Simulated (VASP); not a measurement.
A run of VASP 6.6.1 is set up as follows.

Contents of POSCAR:

```
CdO
1.0
    0.0000000000      2.3762999399      2.3762999399
    2.3762999399      0.0000000000      2.3762999399
    2.3762999399      2.3762999399      0.0000000000
Cd O
1 1
Direct
    0.0000000000      0.0000000000      0.0000000000
    0.5000000000      0.5000000000      0.5000000000
```

Contents of INCAR.step1:

```
SYSTEM = CdO
PREC = Accurate ; ENCUT = 770
ISMEAR = -1 ; SIGMA = 0.02
LREAL = .False. ; LASPH = .True.
NELM = 120 ; NBANDS = 20
GGA = PE ; ALGO = Normal
EDIFF = 1E-5 ; LWAVE = .True.
LCHARG = .False. ; GGA_COMPAT = .False.
```

The input INCAR.step2:

```
SYSTEM = CdO
PREC = Accurate ; ENCUT = 770
EDIFF = 1E-6 ; ISMEAR = -1
SIGMA = 0.02 ; LREAL = .False.
LASPH = .True. ; NELM = 120
ALGO = Normal ; ISIF = 2
LWAVE = .False. ; LCHARG = .False.
METAGGA = R2SCAN ; LMIXTAU = .True.
NBANDS = 20 ; ISTART = 1
GGA_COMPAT = .False.
```

File KPOINTS:

```
regular mesh
0
Gamma
  8 8 8
  0 0 0
```

Potentials or basis: VASP PAW PBE potentials, release 64 (Cd_sv_GW, O).

Command:

```console
$ cat potpaw_PBE.64/Cd_sv_GW/POTCAR potpaw_PBE.64/O/POTCAR > POTCAR
$ cp INCAR.step1 INCAR
$ mpirun -np 1 vasp_std > vasp.out
$ cp INCAR.step2 INCAR
$ mpirun -np 1 vasp_std > vasp.out
```

Predict the pressure.

-4.4 GPa.

Predict the band gap on the k mesh.

0.04 eV (least direct gap 1.28 eV).

Caveat: the cell stands under tension; the smearing spreads over this small gap; semilocal functionals underestimate gaps, and a narrow one can read as zero; the PAW data sets were made with another functional, which shifts forces and pressure a little. A k mesh can miss the band edges.
